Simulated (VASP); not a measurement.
A run of VASP 6.6.1 is set up as follows.

Contents of INCAR:

```
PREC = Accurate ; ENCUT = 520
EDIFF = 1E-6 ; ISMEAR = 0
SIGMA = 0.15 ; LREAL = False
LASPH = True ; NELM = 60
ALGO = Fast ; ISIF = 2
LWAVE = False ; LCHARG = False
GGA = PE ; NBANDS = 12
```

KPOINTS

```
Automatic mesh
0
Gamma
  22 22 22
```

POSCAR

```
Cu
1.0
    0.0000000000      1.8075000000      1.9521000000
    1.8075000000      0.0000000000      1.9521000000
    1.8075000000      1.8075000000      0.0000000000
Cu
1
Direct
    0.0000000000      0.0000000000      0.0000000000
```

Potentials or basis: VASP PAW PBE potentials, release 64 (Cu).

The run is started by

```bash
$ cat potpaw_PBE.64/Cu/POTCAR > POTCAR
$ mpirun -np 1 vasp_std > vasp.out
```

(1) What does it give for the pressure?

Results:

(1) -7.0 GPa.

Caveat: the cell differs from its parent crystal (strain +0.000 along x and y, +0.080 along z).
